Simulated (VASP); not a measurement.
# Y (P6_3/mmc) in VASP: a series of runs

The runs below take Y through single point, with LDA.

Program: VASP 6.6.1. These are calculated values, not measurements. Logs are shortened: lines on timing, memory, paths and dates and some standing lists are left out, and cuts for length are marked.

### Step 1. The cell of the first run

Symmetry: P6_3/mmc, No. 194, hexagonal system. The conventional cell has a = 3.586 Å, b = 3.586 Å, c = 5.598 Å, α = 90.00°, β = 90.00°, γ = 120.00°. Y (site symmetry -6m2) has 12 Y at 3.48 to 3.59 Å within 4.6 Å.

### Step 2. Single point, LDA (31.17 Å³/atom)

INCAR

```
SYSTEM = Y
ALGO = Normal
EDIFF = 1E-6
ENCUT = 520
GGA = CA
ISIF = 2
ISMEAR = -1
LASPH = .TRUE.
LCHARG = .TRUE.
LELF = .TRUE.
LREAL = .FALSE.
LVHAR = .TRUE.
LWAVE = .FALSE.
NBANDS = 18
NELM = 60
PREC = Accurate
SIGMA = 0.1
```

KPOINTS

```
k-points
0
G
  17 17 10
  0 0 0
```

POSCAR

```
Y
1.0
    3.5858447257      0.0000000000      0.0000000000
   -1.7929223628      3.1054326265      0.0000000000
    0.0000000000      0.0000000000      5.5975354735
Y
2
Direct
    0.3333333333      0.6666666667      0.2500000000
    0.6666666667      0.3333333333      0.7500000000
```

Potentials or basis: VASP PAW LDA potentials, release 64 (Y_sv).

Command:

```sh
cat potpaw_LDA.64/Y_sv/POTCAR > POTCAR
mpirun -np 1 vasp_std > vasp.out
```

OUTCAR:

```text
SYSTEM = Y
   EDIFF = 1E-6
   ENCUT = 520
   GGA = CA
   ISIF = 2
   ISMEAR = -1
   LASPH = .TRUE.
   LREAL = .FALSE.
   NELM = 60
   PREC = Accurate

 ion  position               nearest neighbor table
   1  0.333  0.667  0.250-   2 3.48   2 3.48   2 3.48   2 3.48   2 3.48   2 3.48
   2  0.667  0.333  0.750-   1 3.48   1 3.48   1 3.48   1 3.48   1 3.48   1 3.48

  LATTYP: Found a hexagonal cell.
 ALAT       =     3.5858447257
 C/A-ratio  =     1.5610088840

  Lattice vectors:

 A1 = (   3.5858447257,   0.0000000000,   0.0000000000)
 A2 = (  -1.7929223628,   3.1054326265,   0.0000000000)
 A3 = (   0.0000000000,   0.0000000000,   5.5975354735)

Analysis of symmetry for initial positions (statically):
=====================================================================
 Subroutine PRICEL returns:
 Original cell was already a primitive cell.

 Routine SETGRP: Setting up the symmetry group for a
 hexagonal supercell.

 Subroutine GETGRP returns: Found 24 space group operations
 (whereof 12 operations were pure point group operations)
 out of a pool of 24 trial point group operations.

The static configuration has the point symmetry D_3d.
 The point group associated with its full space group is D_6h.

Analysis of symmetry for dynamics (positions and initial velocities):
=====================================================================
 Subroutine PRICEL returns:
 Original cell was already a primitive cell.

 Routine SETGRP: Setting up the symmetry group for a
 hexagonal supercell.

 Subroutine GETGRP returns: Found 24 space group operations
 (whereof 12 operations were pure point group operations)
 out of a pool of 24 trial point group operations.

The dynamic configuration has the point symmetry D_3d.
 The point group associated with its full space group is D_6h.

 Subroutine INISYM returns: Found 24 space group operations
 (whereof 12 operations are pure point group operations),
 and found     1 'primitive' translations

----------------------------------------------------------------------------------------

                                     Primitive cell

  volume of cell :      62.3319

  direct lattice vectors                    reciprocal lattice vectors
     3.585844726  0.000000000  0.000000000     0.278874317  0.161008162  0.000000000
    -1.792922363  3.105432626  0.000000000     0.000000000  0.322016324  0.000000000
     0.000000000  0.000000000  5.597535473     0.000000000  0.000000000  0.178650051

  length of vectors
     3.585844726  3.585844726  5.597535473     0.322016324  0.322016324  0.178650051

  position of ions in fractional coordinates (direct lattice)
     0.333333333  0.666666667  0.250000000
     0.666666667  0.333333333  0.750000000

  ion indices of the primitive-cell ions
   primitive index   ion index
                 1           1
                 2           2

----------------------------------------------------------------------------------------

 KPOINTS: k-points

Automatic generation of k-mesh.
 Grid dimensions read from file:
 generate k-points for:   17   17   10

 Generating k-lattice:

  Cartesian coordinates                     Fractional coordinates (reciprocal lattice)
     0.016404372  0.009471068  0.000000000     0.058823529  0.000000000  0.000000000
     0.000000000  0.018942137  0.000000000     0.000000000  0.058823529  0.000000000
     0.000000000  0.000000000  0.017865005     0.000000000  0.000000000  0.100000000

  Length of vectors
     0.018942137  0.018942137  0.017865005

  Shift w.r.t. Gamma in fractional coordinates (k-lattice)
     0.000000000  0.000000000  0.000000000

 Subroutine IBZKPT returns following result:
 ===========================================

 Found    198 irreducible k-points:

 Following reciprocal coordinates:
            Coordinates               Weight
  0.000000  0.000000  0.000000      1.000000
  0.058824 -0.000000  0.000000      6.000000
  0.117647 -0.000000  0.000000      6.000000
  0.176471 -0.000000  0.000000      6.000000
  0.235294 -0.000000  0.000000      6.000000
  0.294118 -0.000000  0.000000      6.000000
[... 16 lines left out ...]
  0.411765  0.117647  0.000000     12.000000
  0.176471  0.176471  0.000000      6.000000
 [... further k-points ...]
   k-points           NKPTS =    198   k-points in BZ     NKDIM =    198   number of bands    NBANDS=     18
   number of dos      NEDOS =    301   number of ions     NIONS =      2
   total plane-waves  NPLWV =  32928
   dimension x,y,z NGX =    28 NGY =   28 NGZ =   42
   dimension x,y,z NGXF=    56 NGYF=   56 NGZF=   84
   ions per type =               2
   NGX,Y,Z   is equivalent  to a cutoff of  12.98, 12.98, 12.47 a.u.
   NGXF,Y,Z  is equivalent  to a cutoff of  25.96, 25.96, 24.95 a.u.
 SYSTEM =  Y
   PREC   = accura    normal or accurate (medium, high low for compatibility)
   ISTART =      0    job   : 0-new  1-cont  2-samecut
   ICHARG =      2    charge: 1-file 2-atom 10-const
   ISPIN  =      1    spin polarized calculation?
   LNONCOLLINEAR =      F non collinear calculations
   LSORBIT =      F    spin-orbit coupling
   LASPH  =      T    aspherical Exc in radial PAW
   ENCUT  =  520.0 eV  38.22 Ry    6.18 a.u.   6.67  6.67 10.41*2*pi/ulx,y,z
   NELM   =     60;   NELMIN=  2; NELMDL= -5     # of ELM steps
   EDIFF  = 0.1E-05   stopping-criterion for ELM
   LREAL  =      F    real-space projection
   EDIFFG = 0.1E-04   stopping-criterion for IOM
   NSW    =      0    number of steps for IOM
   IBRION =     -1    ionic relax: 0-MD 1-quasi-New 2-CG
   NFREE  =      0    steps in history (QN), initial steepest desc. (CG)
   ISIF   =      2    stress and relaxation
   ISYM   =      2    0-nonsym 1-usesym 2-fastsym
   POTIM  = 0.5000    time-step for ionic-motion
   TEBEG  =    0.0;   TEEND  =   0.0 temperature during run
   PSTRESS=    0.0 pullay stress
   NELECT =      22.0000    total number of electrons
   NUPDOWN=      -1.0000    fix difference up-down
   EMIN   =  10.00;   EMAX   =-10.00  energy-range for DOS
   EFERMI =   0.00;   METHOD = LEGACY
   ISMEAR =    -1;   SIGMA  =   0.10  broadening in eV -4-tet -1-fermi 0-gaus
   EFERMI_NEDOS =   21; number of points for ismear=-14 and -15
   IALGO  =     38    algorithm
   IMIX   =      4    mixing-type and parameters
     AMIX     =   0.40;   BMIX     =  1.00
     AMIX_MAG =   1.60;   BMIX_MAG =  1.00
  volume/ion in A,a.u.               =      31.17       210.32
  Fermi-wavevector in a.u.,A,eV,Ry     =   1.156944  2.186307 18.211654  1.338519
  Thomas-Fermi vector in A             =   2.293560
   LORBIT       =      0    0 simple, 1 ext, 2 COOP (PROOUT), +10 PAW based schemes
   GGA     = CA    functional components
   LHFCALC =     F    Hartree Fock is set to
   AEXX    =    0.0000 exact exchange contribution
   IVDW    =     0    specifies the selected vdW correction
   LEPSILON=     F    determine dielectric tensor
   LRPA    =     F    only Hartree local field effects (RPA)
 non-spin polarized calculation
  energy-cutoff  :      520.00
  volume of cell :       62.33
 maximum number of plane-waves:      1709
 NGX is ok and might be reduce to    28
   NGX = 13   NGY = 13   NGZ = 21

 number of electron      22.0000001 magnetization

 Free energy of the ion-electron system (eV)
  ---------------------------------------------------
  ext. energy  EPLUGINS =         0.00000000
  ---------------------------------------------------
  free energy    TOTEN  =       -13.93825000 eV

  energy without entropy =      -13.82019267  energy(sigma->0) =      -13.87922133

 E-fermi :   3.0856     XC(G=0):  -9.8475

 val. band max:        3.0836306095   @ k =   0.3529   0.1176   0.2000
 cond. band min:       3.0858601809   @ k =   0.1176   0.1176   0.3000
 fundamental gap:      0.0022295714
 Fermi energy:         3.0855658150

 k-point     1 :       0.0000    0.0000    0.0000
  band No.  band energies     occupation
      1     -39.2419      2.00000
      2     -39.1454      2.00000
      3     -19.7231      2.00000
      4     -19.1432      2.00000
      5     -19.1432      2.00000
      6     -19.0331      2.00000
[... 10 lines left out ...]
     17       5.8901      0.00000
     18       5.8901      0.00000

 k-point     2 :       0.0588   -0.0000    0.0000
  band No.  band energies     occupation
      1     -39.2397      2.00000
      2     -39.1446      2.00000
      3     -19.7156      2.00000
      4     -19.1584      2.00000
      5     -19.1485      2.00000
      6     -19.0492      2.00000
[... 10 lines left out ...]
     17       5.7817      0.00000
     18       5.8131      0.00000

 k-point     3 :       0.1176   -0.0000    0.0000
  band No.  band energies     occupation
      1     -39.2332      2.00000
      2     -39.1425      2.00000
      3     -19.6937      2.00000
      4     -19.2020      2.00000
      5     -19.1632      2.00000
      6     -19.0947      2.00000
[... 10 lines left out ...]
     17       5.6185      0.00000
     18       5.7400      0.00000

 k-point     4 :       0.1765   -0.0000    0.0000
  band No.  band energies     occupation
      1     -39.2232      2.00000
      2     -39.1395      2.00000
      3     -19.6587      2.00000
      4     -19.2682      2.00000
      5     -19.1849      2.00000
      6     -19.1619      2.00000
[... 375 lines left out ...]
      4     -19.4388      2.00000
      5     -19.4330      2.00000
      6     -19.2978      2.00000
[... 10 lines left out ...]
     17       7.9334      0.00000
     18       8.6605      0.00000

 k-point    23 :       0.4118    0.1176    0.0000
  band No.  band energies     occupation
      1     -39.1624      2.00000
      2     -39.1338      2.00000
      3     -19.5746      2.00000
      4     -19.4495      2.00000
      5     -19.4048      2.00000
      6     -19.3132      2.00000
[... 10 lines left out ...]
     17       8.2458      0.00000
     18       8.6783      0.00000

 k-point    24 :       0.1765    0.1765    0.0000
  band No.  band energies     occupation
      1     -39.1939      2.00000
      2     -39.1331      2.00000
      3     -19.5481      2.00000
      4     -19.3874      2.00000
      5     -19.3838      2.00000
      6     -19.2184      2.00000
[... 10 lines left out ...]
     17       6.7682      0.00000
     18       7.4637      0.00000

 [... further k-points ...]

------------------------ aborting loop because EDIFF is reached ----------------------------------------

  FORCE on cell =-STRESS in cart. coord.  units (eV):
  Direction    XX          YY          ZZ          XY          YZ          ZX
  --------------------------------------------------------------------------------------
  -------------------------------------------------------------------------------------
  Total       -0.6762539     -0.6762539     -0.6756038     -0.0000000     -0.0000000      0.0000000
  in kB      -17.3824070    -17.3824070    -17.3656966     -0.0000000     -0.0000000      0.0000000
  external PRESSURE =     -17.3768369 kB  Pullay stress =       0.0000000 kB

 VOLUME and BASIS-vectors are now :
 -----------------------------------------------------------------------------
  energy-cutoff  :      520.00
  volume of cell :       62.33
      direct lattice vectors                 reciprocal lattice vectors
     3.585844726  0.000000000  0.000000000     0.278874317  0.161008162  0.000000000
    -1.792922363  3.105432626  0.000000000     0.000000000  0.322016324  0.000000000
     0.000000000  0.000000000  5.597535473     0.000000000  0.000000000  0.178650051

 POSITION                                       TOTAL-FORCE (eV/Angst)
 -----------------------------------------------------------------------------------
     -0.00000      2.07029      1.39938        -0.000000      0.000000      0.000000
      1.79292      1.03514      4.19815         0.000000      0.000000      0.000000
 -----------------------------------------------------------------------------------
    total drift:                               -0.000000      0.000000     -0.000000

  FREE ENERGIE OF THE ION-ELECTRON SYSTEM (eV)
  ---------------------------------------------------
  free  energy   TOTEN  =       -13.9382499956 eV

  energy  without entropy=      -13.8201926655  energy(sigma->0) =      -13.87922133
```

It took 89 s on 1 thread of Intel Xeon 6975P-C (Granite Rapids), shared host; peak memory 0.31 GiB.

What came out:

```yaml
Free_energy: -13.9382 eV
Pressure: -1.7 GPa
Band_gap_on_the_k_mesh: zero (bands 11 and 12 overlap by 1.63 eV)
```

### Step 3. Single point, LDA (32.36 Å³/atom)

This run uses another cell than the first one, of 32.36 Å³/atom.

INCAR

```
PREC = Accurate
ENCUT = 520
EDIFF = 1E-6
ISMEAR = -1
SIGMA = 0.1
LREAL = F
LASPH = T
NELM = 100
ALGO = Normal
ISIF = 2
LWAVE = F
LCHARG = T
LELF = T
LVHAR = T
NBANDS = 18
```

KPOINTS

```
regular mesh
0
Gamma
  17 17 10
```

POSCAR

```
Y
1.0
    3.6312399843      0.0000000000      0.0000000000
   -1.8156199922      3.1447460737      0.0000000000
    0.0000000000      0.0000000000      5.6683978755
Y
2
Direct
    0.3333333333      0.6666666667      0.2500000000
    0.6666666667      0.3333333333      0.7500000000
```

Potentials or basis: VASP PAW LDA potentials, release 64 (Y_sv).

Command:

```sh
cat potpaw_LDA.64/Y_sv/POTCAR > POTCAR
mpirun -np 1 vasp_std > vasp.out
```

Wall time 75 s (1 thread of Intel Xeon 6975P-C (Granite Rapids), shared host); peak memory 0.32 GiB.

It converged, with:

```yaml
Free_energy: -13.9016 eV
Pressure: -3.1 GPa
Band_gap_on_the_k_mesh: zero (bands 11 and 12 overlap by 1.50 eV)
```

Levels at points of the mesh, in eV from the Fermi level:
```
           k point  band 7  band 8  band 9  band 10  band 11  band 12  band 13  band 14  band 15  band 16
(0.00, 0.00, 0.00)  -22.24  -22.20   -4.70    -1.89     1.05     1.70     1.70     2.05     2.32     2.32
(0.00, 0.00, 0.50)  -22.29  -22.29   -3.23    -3.23     0.96     0.96     1.61     1.61     1.61     1.61
```

Caveat: the cell stands under tension.

### Step 4. Single point, LDA (33.56 Å³/atom)

This run uses another cell than the first one, of 33.56 Å³/atom.

INCAR

```
PREC     = Accurate       # precision mode
ENCUT    = 520            # plane-wave cutoff, eV
EDIFF    = 1E-6           # SCF threshold, eV
ISMEAR   = -1             # smearing method
SIGMA    = 0.1            # smearing width, eV
LREAL    = False          # projectors in reciprocal space
LASPH    = True           # aspherical terms in the spheres
NELM     = 100            # most SCF steps
ALGO     = Normal         # electronic algorithm
ISIF     = 2              # what is computed and relaxed
LWAVE    = False          # write WAVECAR
LCHARG   = False          # write CHGCAR
GGA      = CA             # functional
NBANDS   = 18             # bands
```

KPOINTS

```
Automatic mesh
0
Gamma
  17 17 10
```

POSCAR

```
Y
1.0
    3.6755277636      0.0000000000      0.0000000000
   -1.8377638818      3.1831004156      0.0000000000
    0.0000000000      0.0000000000      5.7375314924
Y
2
Direct
    0.3333333333      0.6666666667      0.2500000000
    0.6666666667      0.3333333333      0.7500000000
```

Command:

```sh
cat potpaw_LDA.64/Y_sv/POTCAR > POTCAR
mpirun -np 1 vasp_std > vasp.out
```

Wall time 1.9 min (1 thread of Intel Xeon 6975P-C (Granite Rapids), shared host); peak memory 0.33 GiB.

It converged, with:

* Free energy: -13.8456 eV
* Pressure: -4.3 GPa
* Band gap on the k mesh: zero (bands 11 and 12 overlap by 1.39 eV)

Stress tensor (GPa, compression positive):
```
-4.30  0.00  0.00
 0.00 -4.30  0.00
 0.00  0.00 -4.40
```

Levels at points of the mesh, in eV from the Fermi level:
```tsv
k point	band 8	band 9	band 10	band 11	band 12	band 13	band 14	band 15
(0.00, 0.00, 0.00)	-22.32	-4.64	-1.84	0.94	1.67	1.67	2.00	2.26
(0.00, 0.00, 0.50)	-22.39	-3.21	-3.21	0.94	0.94	1.58	1.58	1.58
```

Caveat: the cell stands under tension.

### Step 5. Overview

```csv
cell,gap on the mesh (eV),pressure (GPa)
"a = 3.586, b = 3.586, c = 5.598 Å, angles 90.0, 90.0, 120.0°, 2 atoms",none,-1.7
"a = 3.631, b = 3.631, c = 5.668 Å, angles 90.0, 90.0, 120.0°, 2 atoms",none,-3.1
"a = 3.676, b = 3.676, c = 5.738 Å, angles 90.0, 90.0, 120.0°, 2 atoms",none,-4.3
```

Alike in all rows: task single point; level LDA; potentials or basis VASP PAW LDA potentials, release 64 (Y_sv); no spin polarisation; k mesh 17 × 17 × 10; cutoff (eV) 520; smearing fermi-dirac 0.1 eV.

Caveats: the cell stands under tension (at least some runs).

Total energies depend on the potentials used, so only differences within one code and one set of settings carry meaning.
